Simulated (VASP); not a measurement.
Write the native input for VASP 6.6.1 that does the following.

| Property | Result |
| --- | --- |
| Task | relaxation of cell and atoms |
| Functional | PBE |
| Potentials or basis | VASP PAW PBE potentials, release 64 (Cu, H) |
| Cutoff | 600 eV |
| k mesh | 6 × 6 × 6 |
| Occupations | gaussian, width 0.1 eV |
| Spin | no spin polarisation |
| Dipole correction | no |
| Further INCAR settings | ALGO = Normal; EDIFF = 1e-06; IBRION = 2; EDIFFG = -0.04; NSW = 90; ISIF = 3 |

The structure of CuH3 lies in POSCAR:

```
CuH3
1.0
   -2.2298915700      2.2298915700      2.2298915700
    2.2298915700     -2.2298915700      2.2298915700
    2.2298915700      2.2298915700     -2.2298915700
Cu H
1 3
Direct
    0.0000000000      0.0000000000      0.0000000000
    0.0000000000      0.5000000000      0.5000000000
    0.5000000000      0.0000000000      0.5000000000
    0.5000000000      0.5000000000      0.0000000000
```

The input as run:

INCAR

```
SYSTEM = CuH3
PREC     = Accurate       ! precision mode
ENCUT    = 600            ! plane-wave cutoff, eV
EDIFF    = 1E-6           ! SCF threshold, eV
ISMEAR   = 0              ! smearing method
SIGMA    = 0.1            ! smearing width, eV
LREAL    = .FALSE.        ! projectors in reciprocal space
LASPH    = .TRUE.         ! aspherical terms in the spheres
NELM     = 80             ! most SCF steps
ALGO     = Normal         ! electronic algorithm
ISIF     = 3              ! what is computed and relaxed
LWAVE    = .FALSE.        ! write WAVECAR
LCHARG   = .FALSE.        ! write CHGCAR
GGA      = PE             ! functional
IBRION   = 2              ! ionic algorithm
NSW      = 90             ! ionic steps
EDIFFG   = -0.04          ! ionic threshold
```

KPOINTS

```
Automatic mesh
0
G
  6 6 6
  0 0 0
```

Potentials or basis: VASP PAW PBE potentials, release 64 (Cu, H).

The run is started by

```sh
$ cat potpaw_PBE.64/Cu/POTCAR potpaw_PBE.64/H/POTCAR > POTCAR
$ mpirun -np 1 vasp_std > vasp.out
```

It gave:

```yaml
Relaxed_volume: 6.01 Å³/atom
Relaxed_cell: a = 3.149 Å, b = 3.149 Å, c = 3.149 Å, α = 109.47°, β = 109.47°, γ = 109.47°
Space_group_after_relaxing_to_0.05_Å: Im-3m (No. 229)
Energy_gained_by_relaxing: 459.1 meV/atom
Ionic_steps: 6
Pressure_after_relaxing: -0.1 GPa
Band_gap_on_the_k_mesh: zero (band 7 reaches 8.75 eV, above the bottom of band 8 at 2.71 eV)
```

Caveat: the volume moved by over 15 % at a fixed basis, so the end points are rough.

Run time: 100 s on 1 thread of Intel Xeon 8259CL (shared host), peak memory 0.19 GiB.
